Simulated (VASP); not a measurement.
Here is a VASP 6.6.1 calculation.

File INCAR:

```
ALGO = Fast
EDIFF = 1E-6
ENCUT = 520
GGA = PE
ISIF = 2
ISMEAR = 0
LASPH = T
LCHARG = F
LREAL = F
LWAVE = F
NBANDS = 18
NELM = 100
PREC = Accurate
SIGMA = 0.15
```

KPOINTS

```
k-points
0
Gamma
  12 12 12
```

Contents of POSCAR:

```
ScAl3
1.0
    4.2695438197      0.0000000000      0.0000000000
    0.0000000000      4.2695438197      0.0000000000
    0.0000000000      0.0000000000      4.2695438197
Sc Al
1 3
Direct
    0.0000000000      0.0000000000      0.0000000000
    0.5000000000      0.0000000000      0.5000000000
    0.0000000000      0.5000000000      0.5000000000
    0.5000000000      0.5000000000      0.0000000000
```

Potentials or basis: VASP PAW PBE potentials, release 64 (Sc_sv, Al).

Command:

```console
$ cat potpaw_PBE.64/Sc_sv/POTCAR potpaw_PBE.64/Al/POTCAR > POTCAR
$ mpirun -np 1 vasp_std > vasp.out
```

Problem. Estimate the band gap on the k mesh.

Solution. Zero (band 10 reaches 6.67 eV, above the bottom of band 11 at 3.35 eV).

Problem. Estimate the pressure.

Solution. -7.9 GPa.

Caveat: the cell differs from its parent crystal (strain +0.040 along x and y, +0.040 along z).
